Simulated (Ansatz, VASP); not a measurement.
Nb: VASP beside Ansatz

```
Nb
1.0
     0.00000    2.10728    2.10728
     2.10728    0.00000    2.10728
     2.10728    2.10728    0.00000
Nb
1
Direct
  0.00000 0.00000 0.00000
```

Alike in both runs: task single point; functional r2SCAN; k mesh 14 × 14 × 14; occupations fermi-dirac, width 0.1 eV; no spin polarisation.

|  | VASP | Ansatz |
| --- | --- | --- |
| version | VASP 6.6.1 | Ansatz 0.2.0 |
| potentials or method | VASP PAW PBE potentials, release 64 (Nb_sv), cutoff 520 eV | plane waves (500 eV) with PAW, scalar-relativistic |
| valence electrons in the cell | 13 | 13 |

VASP gave:

```
pressure (GPa) : -0.3
```

Problem. Which values does Ansatz return?

Solution. Pressure (GPa): -0.1.

VASP's potentials were made for PBE, not for r2SCAN. The functional is the same, so the differences come from potentials, cutoffs and numerics.
